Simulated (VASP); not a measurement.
# BiTe (Fm-3m) in VASP: further runs

BiTe is run at these levels: PBEsol; tasks: single point.

All numbers are computed with VASP 6.6.1; they aren't measurements. Logs are shortened: lines on timing, memory, paths and dates and some standing lists are left out, and cuts for length are marked.

## (1) The cell of the first run

It takes space group Fm-3m (No. 225, cubic). The conventional cell has a = 6.389 Å, b = 6.389 Å, c = 6.389 Å, α = 90.00°, β = 90.00°, γ = 90.00°. Within 4.2 Å of Bi (site symmetry m-3m) lie 6 Te at 3.19 Å. Within 4.2 Å of Te (site symmetry m-3m) lie 6 Bi at 3.19 Å.

## (2) Single point, PBEsol (32.60 Å³/atom)

INCAR reads:

```
PREC = Accurate
ENCUT = 520
EDIFF = 1E-6
ISMEAR = 0
SIGMA = 0.05
LREAL = False
LASPH = True
NELM = 100
ALGO = Normal
ISIF = 2
LWAVE = False
LCHARG = False
GGA = PS
NBANDS = 18
```

KPOINTS reads:

```
regular mesh
0
Gamma
  8 8 8
```

POSCAR reads:

```
BiTe
1.0
    0.0000000000      3.1945141882      3.1945141882
    3.1945141882      0.0000000000      3.1945141882
    3.1945141882      3.1945141882      0.0000000000
Bi Te
1 1
Direct
    0.5000000000      0.5000000000      0.5000000000
    0.0000000000      0.0000000000      0.0000000000
```

Potentials or basis: VASP PAW PBE potentials, release 64 (Bi_d, Te).

Launch:

```sh
$ cat potpaw_PBE.64/Bi_d/POTCAR potpaw_PBE.64/Te/POTCAR > POTCAR
$ mpirun -np 1 vasp_std > vasp.out
```

OUTCAR:

```text
PREC = Accurate
   ENCUT = 520
   EDIFF = 1E-6
   ISMEAR = 0
   LREAL = False
   LASPH = True
   NELM = 100
   ISIF = 2
   GGA = PS

 ion  position               nearest neighbor table
   1  0.500  0.500  0.500-   2 3.19   2 3.19   2 3.19   2 3.19   2 3.19   2 3.19
   2  0.000  0.000  0.000-   1 3.19   1 3.19   1 3.19   1 3.19   1 3.19   1 3.19

  LATTYP: Found a face centered cubic cell.
 ALAT       =     6.3890283764

  Lattice vectors:

 A1 = (   0.0000000000,   3.1945141882,   3.1945141882)
 A2 = (   3.1945141882,   0.0000000000,   3.1945141882)
 A3 = (   3.1945141882,   3.1945141882,   0.0000000000)

Analysis of symmetry for initial positions (statically):
=====================================================================
 Subroutine PRICEL returns:
 Original cell was already a primitive cell.

 Routine SETGRP: Setting up the symmetry group for a
 face centered cubic supercell.

 Subroutine GETGRP returns: Found 48 space group operations
 (whereof 48 operations were pure point group operations)
 out of a pool of 48 trial point group operations.

The static configuration has the point symmetry O_h .

Analysis of symmetry for dynamics (positions and initial velocities):
=====================================================================
 Subroutine PRICEL returns:
 Original cell was already a primitive cell.

 Routine SETGRP: Setting up the symmetry group for a
 face centered cubic supercell.

 Subroutine GETGRP returns: Found 48 space group operations
 (whereof 48 operations were pure point group operations)
 out of a pool of 48 trial point group operations.

The dynamic configuration has the point symmetry O_h .

 Subroutine INISYM returns: Found 48 space group operations
 (whereof 48 operations are pure point group operations),
 and found     1 'primitive' translations

----------------------------------------------------------------------------------------

                                     Primitive cell

  volume of cell :      65.1995

  direct lattice vectors                    reciprocal lattice vectors
     0.000000000  3.194514188  3.194514188    -0.156518322  0.156518322  0.156518322
     3.194514188  0.000000000  3.194514188     0.156518322 -0.156518322  0.156518322
     3.194514188  3.194514188  0.000000000     0.156518322  0.156518322 -0.156518322

  length of vectors
     4.517725290  4.517725290  4.517725290     0.271097686  0.271097686  0.271097686

  position of ions in fractional coordinates (direct lattice)
     0.500000000  0.500000000  0.500000000
     0.000000000  0.000000000  0.000000000

  ion indices of the primitive-cell ions
   primitive index   ion index
                 1           1
                 2           2

----------------------------------------------------------------------------------------

 KPOINTS: regular mesh

Automatic generation of k-mesh.
 Grid dimensions read from file:
 generate k-points for:    8    8    8

 Generating k-lattice:

  Cartesian coordinates                     Fractional coordinates (reciprocal lattice)
    -0.019564790  0.019564790  0.019564790     0.125000000  0.000000000  0.000000000
     0.019564790 -0.019564790  0.019564790     0.000000000  0.125000000  0.000000000
     0.019564790  0.019564790 -0.019564790     0.000000000  0.000000000  0.125000000

  Length of vectors
     0.033887211  0.033887211  0.033887211

  Shift w.r.t. Gamma in fractional coordinates (k-lattice)
     0.000000000  0.000000000  0.000000000

 Subroutine IBZKPT returns following result:
 ===========================================

 Found     29 irreducible k-points:

 Following reciprocal coordinates:
            Coordinates               Weight
  0.000000  0.000000  0.000000      1.000000
  0.125000  0.000000  0.000000      8.000000
  0.250000  0.000000  0.000000      8.000000
  0.375000  0.000000  0.000000      8.000000
  0.500000  0.000000  0.000000      4.000000
  0.125000  0.125000  0.000000      6.000000
[... 16 lines left out ...]
  0.500000  0.250000  0.125000     48.000000
 -0.375000  0.250000  0.125000     24.000000
 [... further k-points ...]
   k-points           NKPTS =     29   k-points in BZ     NKDIM =     29   number of bands    NBANDS=     18
   number of dos      NEDOS =    301   number of ions     NIONS =      2
   total plane-waves  NPLWV =  46656
   dimension x,y,z NGX =    36 NGY =   36 NGZ =   36
   dimension x,y,z NGXF=    72 NGYF=   72 NGZF=   72
   ions per type =               1   1
   NGX,Y,Z   is equivalent  to a cutoff of  13.25, 13.25, 13.25 a.u.
   NGXF,Y,Z  is equivalent  to a cutoff of  26.49, 26.49, 26.49 a.u.
 SYSTEM =  unknown system
   PREC   = accura    normal or accurate (medium, high low for compatibility)
   ISTART =      0    job   : 0-new  1-cont  2-samecut
   ICHARG =      2    charge: 1-file 2-atom 10-const
   ISPIN  =      1    spin polarized calculation?
   LNONCOLLINEAR =      F non collinear calculations
   LSORBIT =      F    spin-orbit coupling
   LASPH  =      T    aspherical Exc in radial PAW
   ENCUT  =  520.0 eV  38.22 Ry    6.18 a.u.   8.40  8.40  8.40*2*pi/ulx,y,z
   NELM   =    100;   NELMIN=  2; NELMDL= -5     # of ELM steps
   EDIFF  = 0.1E-05   stopping-criterion for ELM
   LREAL  =      F    real-space projection
   EDIFFG = 0.1E-04   stopping-criterion for IOM
   NSW    =      0    number of steps for IOM
   IBRION =     -1    ionic relax: 0-MD 1-quasi-New 2-CG
   NFREE  =      0    steps in history (QN), initial steepest desc. (CG)
   ISIF   =      2    stress and relaxation
   ISYM   =      2    0-nonsym 1-usesym 2-fastsym
   POTIM  = 0.5000    time-step for ionic-motion
   TEBEG  =    0.0;   TEEND  =   0.0 temperature during run
   PSTRESS=    0.0 pullay stress
   NELECT =      21.0000    total number of electrons
   NUPDOWN=      -1.0000    fix difference up-down
   EMIN   =  10.00;   EMAX   =-10.00  energy-range for DOS
   EFERMI =   0.00;   METHOD = LEGACY
   ISMEAR =     0;   SIGMA  =   0.05  broadening in eV -4-tet -1-fermi 0-gaus
   EFERMI_NEDOS =   21; number of points for ismear=-14 and -15
   IALGO  =     38    algorithm
   IMIX   =      4    mixing-type and parameters
     AMIX     =   0.40;   BMIX     =  1.00
     AMIX_MAG =   1.60;   BMIX_MAG =  1.00
  volume/ion in A,a.u.               =      32.60       219.99
  Fermi-wavevector in a.u.,A,eV,Ry     =   1.122190  2.120632 17.133962  1.259311
  Thomas-Fermi vector in A             =   2.258849
   LORBIT       =      0    0 simple, 1 ext, 2 COOP (PROOUT), +10 PAW based schemes
   GGA     = PS    functional components
   LHFCALC =     F    Hartree Fock is set to
   AEXX    =    0.0000 exact exchange contribution
   IVDW    =     0    specifies the selected vdW correction
   LEPSILON=     F    determine dielectric tensor
   LRPA    =     F    only Hartree local field effects (RPA)
 non-spin polarized calculation
 Gauss-broadening in eV      SIGMA  =   0.05
  energy-cutoff  :      520.00
  volume of cell :       65.20
 maximum number of plane-waves:      1807
 NGX is ok and might be reduce to    36
   NGX = 17   NGY = 17   NGZ = 17

 number of electron      21.0000004 magnetization

 Free energy of the ion-electron system (eV)
  ---------------------------------------------------
  ext. energy  EPLUGINS =         0.00000000
  ---------------------------------------------------
  free energy    TOTEN  =        -7.99631313 eV

  energy without entropy =       -7.99365397  energy(sigma->0) =       -7.99498355

 E-fermi :   6.9271     XC(G=0):  -9.7598

 val. band max:        6.9089928605   @ k =   0.5000   0.2500   0.1250
 cond. band min:       6.9776227063   @ k =  -0.2500   0.2500   0.0000
 fundamental gap:      0.0686298458
 Fermi energy:         6.9271093357

 k-point     1 :       0.0000    0.0000    0.0000
  band No.  band energies     occupation
      1     -16.1048      2.00000
      2     -16.1048      2.00000
      3     -16.0983      2.00000
      4     -16.0983      2.00000
      5     -16.0983      2.00000
      6      -6.8474      2.00000
[... 10 lines left out ...]
     17      13.1347      0.00000
     18      13.2947      0.00000

 k-point     2 :       0.1250    0.0000    0.0000
  band No.  band energies     occupation
      1     -16.1054      2.00000
      2     -16.1054      2.00000
      3     -16.0980      2.00000
      4     -16.0973      2.00000
      5     -16.0973      2.00000
      6      -6.7007      2.00000
[... 10 lines left out ...]
     17      14.0721      0.00000
     18      14.3960      0.00000

 k-point     3 :       0.2500    0.0000    0.0000
  band No.  band energies     occupation
      1     -16.1073      2.00000
      2     -16.1073      2.00000
      3     -16.0972      2.00000
      4     -16.0944      2.00000
      5     -16.0944      2.00000
      6      -6.2665      2.00000
[... 10 lines left out ...]
     17      15.8927      0.00000
     18      16.2612      0.00000

 k-point     4 :       0.3750    0.0000    0.0000
  band No.  band energies     occupation
      1     -16.1095      2.00000
      2     -16.1095      2.00000
      3     -16.0965      2.00000
      4     -16.0914      2.00000
      5     -16.0914      2.00000
      6      -5.5668      2.00000
[... 375 lines left out ...]
      4     -16.0923      2.00000
      5     -16.0917      2.00000
      6      -5.9124      2.00000
[... 10 lines left out ...]
     17      14.7959      0.00000
     18      16.1343      0.00000

 k-point    23 :       0.5000    0.2500    0.1250
  band No.  band energies     occupation
      1     -16.1132      2.00000
      2     -16.1063      2.00000
      3     -16.0966      2.00000
      4     -16.0914      2.00000
      5     -16.0897      2.00000
      6      -5.2702      2.00000
[... 10 lines left out ...]
     17      15.7515      0.00000
     18      16.6115      0.00000

 k-point    24 :      -0.3750    0.2500    0.1250
  band No.  band energies     occupation
      1     -16.1135      2.00000
      2     -16.1072      2.00000
      3     -16.0947      2.00000
      4     -16.0923      2.00000
      5     -16.0886      2.00000
      6      -4.6054      2.00000
[... 10 lines left out ...]
     17      15.9555      0.00000
     18      18.0619      0.00000

 [... further k-points ...]

------------------------ aborting loop because EDIFF is reached ----------------------------------------

  FORCE on cell =-STRESS in cart. coord.  units (eV):
  Direction    XX          YY          ZZ          XY          YZ          ZX
  --------------------------------------------------------------------------------------
  -------------------------------------------------------------------------------------
  Total        0.0032840      0.0032840      0.0032840      0.0000000      0.0000000     -0.0000000
  in kB        0.0807003      0.0807003      0.0807003      0.0000000      0.0000000     -0.0000000
  external PRESSURE =       0.0807003 kB  Pullay stress =       0.0000000 kB

 VOLUME and BASIS-vectors are now :
 -----------------------------------------------------------------------------
  energy-cutoff  :      520.00
  volume of cell :       65.20
      direct lattice vectors                 reciprocal lattice vectors
     0.000000000  3.194514188  3.194514188    -0.156518322  0.156518322  0.156518322
     3.194514188  0.000000000  3.194514188     0.156518322 -0.156518322  0.156518322
     3.194514188  3.194514188  0.000000000     0.156518322  0.156518322 -0.156518322

 POSITION                                       TOTAL-FORCE (eV/Angst)
 -----------------------------------------------------------------------------------
      3.19451      3.19451      3.19451         0.000000      0.000000     -0.000000
      0.00000      0.00000      0.00000        -0.000000     -0.000000      0.000000
 -----------------------------------------------------------------------------------
    total drift:                                0.000000      0.000000      0.000000

  FREE ENERGIE OF THE ION-ELECTRON SYSTEM (eV)
  ---------------------------------------------------
  free  energy   TOTEN  =        -7.9963131336 eV

  energy  without entropy=       -7.9936539681  energy(sigma->0) =       -7.99498355
```

Wall time 13 s (1 thread of Intel Xeon 6975P-C (Granite Rapids), shared host); peak memory 0.22 GiB.

Results:

```
Free energy            : -7.9963 eV
Pressure               : 0.0 GPa
Band gap on the k mesh : zero (an odd number of electrons rules out a gap without spin polarisation)
```

Caveat: the PAW data sets were made with another functional, which shifts forces and pressure a little; spin-orbit coupling is left out, which moves the levels of the heavy elements.

## (3) Single point, PBEsol (33.25 Å³/atom)

This run uses another cell than the first one, of 33.25 Å³/atom.

INCAR reads:

```
  PREC = Accurate
  ENCUT = 520
  EDIFF = 1E-7
  ISMEAR = 0
  SIGMA = 0.05
  LREAL = F
  LASPH = T
  NELM = 80
  ALGO = Normal
  ISIF = 2
  LWAVE = F
  LCHARG = F
  GGA = PS
  NBANDS = 18
```

KPOINTS is that of step 2.

POSCAR reads:

```
BiTe
1.0
    0.0000000000      3.2156705279      3.2156705279
    3.2156705279      0.0000000000      3.2156705279
    3.2156705279      3.2156705279      0.0000000000
Bi Te
1 1
Direct
    0.5000000000      0.5000000000      0.5000000000
    0.0000000000      0.0000000000      0.0000000000
```

Potentials or basis: VASP PAW PBE potentials, release 64 (Bi_d, Te).

Launch:

```sh
$ cat potpaw_PBE.64/Bi_d/POTCAR potpaw_PBE.64/Te/POTCAR > POTCAR
$ mpirun -np 1 vasp_std > vasp.out
```

OUTCAR:

```text
PREC = Accurate
   ENCUT = 520
   EDIFF = 1E-7
   ISMEAR = 0
   LREAL = F
   LASPH = T
   NELM = 80
   ISIF = 2
   GGA = PS

 ion  position               nearest neighbor table
   1  0.500  0.500  0.500-   2 3.22   2 3.22   2 3.22   2 3.22   2 3.22   2 3.22
   2  0.000  0.000  0.000-   1 3.22   1 3.22   1 3.22   1 3.22   1 3.22   1 3.22

  LATTYP: Found a face centered cubic cell.
 ALAT       =     6.4313410558

  Lattice vectors:

 A1 = (   0.0000000000,   3.2156705279,   3.2156705279)
 A2 = (   3.2156705279,   0.0000000000,   3.2156705279)
 A3 = (   3.2156705279,   3.2156705279,   0.0000000000)

Analysis of symmetry for initial positions (statically):
=====================================================================
 Subroutine PRICEL returns:
 Original cell was already a primitive cell.

 Routine SETGRP: Setting up the symmetry group for a
 face centered cubic supercell.

 Subroutine GETGRP returns: Found 48 space group operations
 (whereof 48 operations were pure point group operations)
 out of a pool of 48 trial point group operations.

The static configuration has the point symmetry O_h .
[... 158 lines left out ...]
  free energy    TOTEN  =        -7.99243855 eV

  energy without entropy =       -7.98935954  energy(sigma->0) =       -7.99089905

 E-fermi :   6.6815     XC(G=0):  -9.6714

 val. band max:        6.6668812463   @ k =   0.5000   0.2500   0.1250
 cond. band min:       6.7071664360   @ k =  -0.2500   0.2500   0.0000
 fundamental gap:      0.0402851897
 Fermi energy:         6.6814542454

 k-point     1 :       0.0000    0.0000    0.0000
  band No.  band energies     occupation
      1     -16.3409      2.00000
      2     -16.3409      2.00000
      3     -16.3357      2.00000
      4     -16.3357      2.00000
      5     -16.3357      2.00000
      6      -6.9508      2.00000
[... 481 lines left out ...]
      5     -16.3269      2.00000
      6      -4.7757      2.00000
[... 10 lines left out ...]
     17      15.6684      0.00000
     18      17.7764      0.00000

 [... further k-points ...]

------------------------ aborting loop because EDIFF is reached ----------------------------------------

  FORCE on cell =-STRESS in cart. coord.  units (eV):
  Direction    XX          YY          ZZ          XY          YZ          ZX
  --------------------------------------------------------------------------------------
  -------------------------------------------------------------------------------------
  Total       -0.4243451     -0.4243451     -0.4243451      0.0000000      0.0000000     -0.0000000
  in kB      -10.2231608    -10.2231608    -10.2231608      0.0000000      0.0000000     -0.0000000
  external PRESSURE =     -10.2231608 kB  Pullay stress =       0.0000000 kB

 VOLUME and BASIS-vectors are now :
 -----------------------------------------------------------------------------
  energy-cutoff  :      520.00
  volume of cell :       66.50
      direct lattice vectors                 reciprocal lattice vectors
     0.000000000  3.215670528  3.215670528    -0.155488566  0.155488566  0.155488566
     3.215670528  0.000000000  3.215670528     0.155488566 -0.155488566  0.155488566
     3.215670528  3.215670528  0.000000000     0.155488566  0.155488566 -0.155488566

 POSITION                                       TOTAL-FORCE (eV/Angst)
 -----------------------------------------------------------------------------------
      3.21567      3.21567      3.21567         0.000000      0.000000      0.000000
      0.00000      0.00000      0.00000         0.000000     -0.000000     -0.000000
 -----------------------------------------------------------------------------------
    total drift:                                0.000000      0.000000      0.000000

  FREE ENERGIE OF THE ION-ELECTRON SYSTEM (eV)
  ---------------------------------------------------
  free  energy   TOTEN  =        -7.9924385523 eV

  energy  without entropy=       -7.9893595418  energy(sigma->0) =       -7.99089905
```

stdout:

```text
POSCAR found type information on POSCAR BiTe
 POSCAR found :  2 types and       2 ions
 scaLAPACK will be used
 -----------------------------------------------------------------------------
|                                                                             |
|                                                                             |
|     You enforced a specific xc type in the INCAR file but a different       |
|     I HOPE YOU KNOW WHAT YOU ARE DOING!                                     |
|                                                                             |
 -----------------------------------------------------------------------------

 LDA part: xc-table for (Slater+PW92), standard interpolation
 POSCAR, INCAR and KPOINTS ok, starting setup
 FFT: planning ... GRIDC
 FFT: planning ... GRID_SOFT
 FFT: planning ... GRID
 WAVECAR not read
 entering main loop
```

Run time: 14 s. Hardware: 1 thread of Intel Xeon 6975P-C (Granite Rapids), shared host; peak memory 0.21 GiB.

Results:

| Quantity | Value |
| --- | --- |
| Free energy | -7.9924 eV |
| Pressure | -1.0 GPa |
| Band gap on the k mesh | zero (an odd number of electrons rules out a gap without spin polarisation) |

Caveat: the PAW data sets were made with another functional, which shifts forces and pressure a little; spin-orbit coupling is left out, which moves the levels of the heavy elements.
